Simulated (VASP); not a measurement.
# NaWSe3 (Cmmm) in VASP: a series of runs

The runs below take NaWSe3 through single point, relaxation of cell and atoms, with PBE.

Program: VASP 6.6.1. These are calculated values, not measurements. Logs are shortened: lines on timing, memory, paths and dates and some standing lists are left out, and cuts for length are marked.

## Step 1: The cell of the first run

It takes space group Cmmm (No. 65, orthorhombic). The conventional cell has a = 5.220 Å, b = 8.239 Å, c = 4.950 Å, α = 90.00°, β = 90.00°, γ = 90.00°. Within 3.4 Å of Na (site symmetry mmm) lie 6 Se at 2.61 to 2.87 Å. Within 3.3 Å of W (site symmetry mmm) lie 8 Se at 2.48 to 2.99 Å. Se (site symmetry m2m) has 3 W at 2.67 to 2.99 Å and 2 Na at 2.87 Å and 3 Se at 2.88 to 2.90 Å within 3.5 Å. Within 3.3 Å of Se (site symmetry mmm) lie 2 W at 2.48 Å and 2 Na at 2.61 Å.

The cell was built from a structure type or drawn by symmetry, and may not be a known phase.

## Step 2: Single point, PBE

Input file INCAR:

```
PREC     = Accurate       # precision mode
ENCUT    = 520            # plane-wave cutoff, eV
EDIFF    = 1E-6           # SCF threshold, eV
ISMEAR   = 0              # smearing method
SIGMA    = 0.1            # smearing width, eV
LREAL    = False          # projectors in reciprocal space
LASPH    = True           # aspherical terms in the spheres
NELM     = 60             # most SCF steps
ALGO     = Normal         # electronic algorithm
ISIF     = 2              # what is computed and relaxed
LWAVE    = False          # write WAVECAR
LCHARG   = False          # write CHGCAR
GGA      = PE             # functional
NBANDS   = 28             # bands
```

Input file KPOINTS:

```
regular mesh
0
Gamma
  8 8 8
```

Input file POSCAR:

```
NaWSe3
1.0
    2.6097840929     -4.1195397688      0.0000000000
    2.6097840929      4.1195397688      0.0000000000
    0.0000000000      0.0000000000      4.9500921787
Na W Se
1 1 3
Direct
    0.5000000000      0.5000000000      0.5000000000
    0.0000000000      0.0000000000      0.0000000000
    0.6759744279      0.3240255721      0.0000000000
    0.3240255721      0.6759744279      0.0000000000
    0.0000000000      0.0000000000      0.5000000000
```

Potentials or basis: VASP PAW PBE potentials, release 64 (Na_pv, W_sv, Se).

Launch:

```sh
cat potpaw_PBE.64/Na_pv/POTCAR potpaw_PBE.64/W_sv/POTCAR potpaw_PBE.64/Se/POTCAR > POTCAR
mpirun -np 1 vasp_std > vasp.out
```

OUTCAR:

```text
PREC = Accurate
   ENCUT = 520
   EDIFF = 1E-6
   ISMEAR = 0
   LREAL = False
   LASPH = True
   NELM = 60
   ISIF = 2
   GGA = PE

 ion  position               nearest neighbor table
   1  0.500  0.500  0.500-   5 2.61   5 2.61
   2  0.000  0.000  0.000-   5 2.48   5 2.48   3 2.67   4 2.67   3 2.99   4 2.99   3 2.99   4 2.99

   3  0.676  0.324  0.000-   2 2.67   2 2.99   2 2.99
   4  0.324  0.676  0.000-   2 2.67   2 2.99   2 2.99
   5  0.000  0.000  0.500-   2 2.48   2 2.48   1 2.61   1 2.61

  LATTYP: Found a base centered orthorhombic cell.
 ALAT       =     5.2195681858
 B/A-ratio  =     1.5784983057
 C/A-ratio  =     0.9483719730

  Lattice vectors:

 A1 = (   2.6097840929,  -4.1195397688,   0.0000000000)
 A2 = (   2.6097840929,   4.1195397688,   0.0000000000)
 A3 = (   0.0000000000,   0.0000000000,   4.9500921787)

Analysis of symmetry for initial positions (statically):
=====================================================================
 Subroutine PRICEL returns:
 Original cell was already a primitive cell.

 Routine SETGRP: Setting up the symmetry group for a
 base centered orthorhombic supercell.

 Subroutine GETGRP returns: Found  8 space group operations
 (whereof  8 operations were pure point group operations)
 out of a pool of  8 trial point group operations.

The static configuration has the point symmetry D_2h.

Analysis of symmetry for dynamics (positions and initial velocities):
=====================================================================
 Subroutine PRICEL returns:
 Original cell was already a primitive cell.

 Routine SETGRP: Setting up the symmetry group for a
 base centered orthorhombic supercell.

 Subroutine GETGRP returns: Found  8 space group operations
 (whereof  8 operations were pure point group operations)
 out of a pool of  8 trial point group operations.

The dynamic configuration has the point symmetry D_2h.

 Subroutine INISYM returns: Found  8 space group operations
 (whereof  8 operations are pure point group operations),
 and found     1 'primitive' translations

----------------------------------------------------------------------------------------

                                     Primitive cell

  volume of cell :     106.4380

  direct lattice vectors                    reciprocal lattice vectors
     2.609784093 -4.119539769  0.000000000     0.191586730 -0.121372781  0.000000000
     2.609784093  4.119539769  0.000000000     0.191586730  0.121372781  0.000000000
[... 94 lines left out ...]
   NSW    =      0    number of steps for IOM
   IBRION =     -1    ionic relax: 0-MD 1-quasi-New 2-CG
   NFREE  =      0    steps in history (QN), initial steepest desc. (CG)
   ISIF   =      2    stress and relaxation
   ISYM   =      2    0-nonsym 1-usesym 2-fastsym
   POTIM  = 0.5000    time-step for ionic-motion
   TEBEG  =    0.0;   TEEND  =   0.0 temperature during run
   PSTRESS=    0.0 pullay stress
   NELECT =      39.0000    total number of electrons
   NUPDOWN=      -1.0000    fix difference up-down
   EMIN   =  10.00;   EMAX   =-10.00  energy-range for DOS
   EFERMI =   0.00;   METHOD = LEGACY
   ISMEAR =     0;   SIGMA  =   0.10  broadening in eV -4-tet -1-fermi 0-gaus
   EFERMI_NEDOS =   21; number of points for ismear=-14 and -15
   IALGO  =     38    algorithm
   IMIX   =      4    mixing-type and parameters
     AMIX     =   0.40;   BMIX     =  1.00
     AMIX_MAG =   1.60;   BMIX_MAG =  1.00
  volume/ion in A,a.u.               =      21.29       143.66
  Fermi-wavevector in a.u.,A,eV,Ry     =   1.171469  2.213756 18.671818  1.372340
  Thomas-Fermi vector in A             =   2.307912
   LORBIT       =      0    0 simple, 1 ext, 2 COOP (PROOUT), +10 PAW based schemes
   GGA     = PE    functional components
   LHFCALC =     F    Hartree Fock is set to
   AEXX    =    0.0000 exact exchange contribution
   IVDW    =     0    specifies the selected vdW correction
   LEPSILON=     F    determine dielectric tensor
   LRPA    =     F    only Hartree local field effects (RPA)
 non-spin polarized calculation
 Gauss-broadening in eV      SIGMA  =   0.10
  energy-cutoff  :      520.00
  volume of cell :      106.44
 maximum number of plane-waves:      2890
   NGX = 19   NGY = 19   NGZ = 19

 number of electron      39.0000014 magnetization

 Free energy of the ion-electron system (eV)
  ---------------------------------------------------
  ext. energy  EPLUGINS =         0.00000000
  ---------------------------------------------------
  free energy    TOTEN  =       -25.24429442 eV

  energy without entropy =      -25.23529937  energy(sigma->0) =      -25.23979689

 E-fermi :   4.7132     XC(G=0):  -9.9336

 val. band max:        4.6912591576   @ k =   0.1250   0.1250   0.1250
 cond. band min:       4.7177930033   @ k =  -0.3750   0.1250   0.1250
 fundamental gap:      0.0265338457
 Fermi energy:         4.7132220398

 k-point     1 :       0.0000    0.0000    0.0000
  band No.  band energies     occupation
      1     -70.3797      2.00000
      2     -34.6924      2.00000
      3     -34.4471      2.00000
      4     -34.4304      2.00000
      5     -18.7870      2.00000
      6     -18.7266      2.00000
[... 733 lines left out ...]
     27      10.7012      0.00000
     28      11.7343      0.00000

 [... further k-points ...]

------------------------ aborting loop because EDIFF is reached ----------------------------------------

  FORCE on cell =-STRESS in cart. coord.  units (eV):
  Direction    XX          YY          ZZ          XY          YZ          ZX
  --------------------------------------------------------------------------------------
  -------------------------------------------------------------------------------------
  Total        0.0843283      0.0937501      0.1281862      0.0000000      0.0000000      0.0000000
  in kB        1.2693673      1.4111902      1.9295470      0.0000000      0.0000000      0.0000000
  external PRESSURE =       1.5367015 kB  Pullay stress =       0.0000000 kB

 VOLUME and BASIS-vectors are now :
 -----------------------------------------------------------------------------
  energy-cutoff  :      520.00
  volume of cell :      106.44
      direct lattice vectors                 reciprocal lattice vectors
     2.609784093 -4.119539769  0.000000000     0.191586730 -0.121372781  0.000000000
     2.609784093  4.119539769  0.000000000     0.191586730  0.121372781  0.000000000
     0.000000000  0.000000000  4.950092179     0.000000000  0.000000000  0.202016440

 POSITION                                       TOTAL-FORCE (eV/Angst)
 -----------------------------------------------------------------------------------
      2.60978      0.00000      2.47505         0.000000      0.000000     -0.000000
      0.00000      0.00000      0.00000        -0.000000      0.000000     -0.000000
      2.60978     -1.44987      0.00000        -0.000000      0.009762     -0.000000
      2.60978      1.44987      0.00000        -0.000000     -0.009762      0.000000
      0.00000      0.00000      2.47505        -0.000000     -0.000000     -0.000000
 -----------------------------------------------------------------------------------
    total drift:                                0.000000     -0.000000      0.000000

  FREE ENERGIE OF THE ION-ELECTRON SYSTEM (eV)
  ---------------------------------------------------
  free  energy   TOTEN  =       -25.2442944192 eV

  energy  without entropy=      -25.2352993680  energy(sigma->0) =      -25.23979689
```

OSZICAR:

```text
N       E                     dE             d eps       ncg     rms          rms(c)
DAV:   1     0.347171486504E+03    0.34717E+03   -0.18174E+04  5888   0.138E+03
DAV:   2     0.197729320487E+01   -0.34519E+03   -0.33349E+03  6356   0.372E+02
DAV:   3    -0.267783219820E+02   -0.28756E+02   -0.28013E+02  7488   0.102E+02
DAV:   4    -0.275852574331E+02   -0.80694E+00   -0.80076E+00  7096   0.172E+01
DAV:   5    -0.275967743522E+02   -0.11517E-01   -0.11510E-01  7184   0.234E+00    0.160E+01
DAV:   6    -0.261235884082E+02    0.14732E+01   -0.23579E+01  6416   0.183E+01    0.674E+00
DAV:   7    -0.253448861586E+02    0.77870E+00   -0.71629E+00  6340   0.108E+01    0.457E+00
DAV:   8    -0.252479576252E+02    0.96929E-01   -0.65707E-01  6532   0.381E+00    0.983E-01
DAV:   9    -0.252447078900E+02    0.32497E-02   -0.29469E-02  6936   0.918E-01    0.332E-01
DAV:  10    -0.252439688113E+02    0.73908E-03   -0.84976E-03  6768   0.432E-01    0.106E-01
DAV:  11    -0.252443182728E+02   -0.34946E-03   -0.17105E-03  6248   0.203E-01    0.782E-02
DAV:  12    -0.252442862636E+02    0.32009E-04   -0.75780E-04  6408   0.132E-01    0.220E-02
DAV:  13    -0.252442921208E+02   -0.58572E-05   -0.66274E-05  6632   0.444E-02    0.629E-03
DAV:  14    -0.252442943253E+02   -0.22045E-05   -0.56249E-06  6092   0.129E-02    0.341E-03
DAV:  15    -0.252442944192E+02   -0.93863E-07   -0.73446E-07  4216   0.463E-03
   1 F= -.25244294E+02 E0= -.25239797E+02  d E =-.899505E-02
```

It took 6.1 min on 1 thread of Intel Xeon 8259CL, shared host; peak memory 0.43 GiB.

What came out:

- Free energy: -25.2443 eV
- Pressure: 0.2 GPa
- Largest force: 0.010 eV/Å
- Band gap on the k mesh: zero (an odd number of electrons rules out a gap without spin polarisation)

Forces on the atoms (eV/Å):
```
Na   0.000  0.000  0.000
W    0.000  0.000  0.000
Se   0.000  0.010  0.000
Se   0.000 -0.010  0.000
Se   0.000  0.000  0.000
```

Levels at points of the mesh, in eV from the Fermi level:
| k point | band 15 | band 16 | band 17 | band 18 | band 19 | band 20 | band 21 | band 22 | band 23 | band 24 |
| --- | --- | --- | --- | --- | --- | --- | --- | --- | --- | --- |
| (0.00, 0.00, 0.00) | -2.92 | -1.54 | -1.46 | -1.25 | -0.36 | -0.22 | -0.18 | 0.31 | 1.62 | 2.15 |
| (0.50, 0.00, 0.00) | -3.17 | -2.78 | -1.85 | -1.32 | -1.29 | -0.58 | -0.33 | 0.40 | 0.90 | 3.39 |
| (0.50, 0.50, 0.00) | -2.71 | -2.28 | -1.69 | -1.57 | -1.42 | -0.15 | 0.21 | 0.58 | 0.92 | 3.06 |
| (0.00, 0.00, 0.50) | -3.68 | -3.47 | -1.68 | -1.21 | -0.69 | 0.76 | 1.30 | 1.49 | 2.17 | 2.56 |
| (0.50, 0.00, 0.50) | -3.71 | -2.75 | -2.12 | -0.97 | -0.73 | -0.31 | 1.10 | 1.36 | 3.01 | 4.82 |
| (0.50, 0.50, 0.50) | -3.96 | -2.29 | -1.66 | -0.52 | -0.35 | 0.24 | 1.18 | 1.23 | 3.08 | 3.56 |

Caveat: spin-orbit coupling is left out, which moves the levels of the heavy elements.

(Part 1 of 2 ends here.)
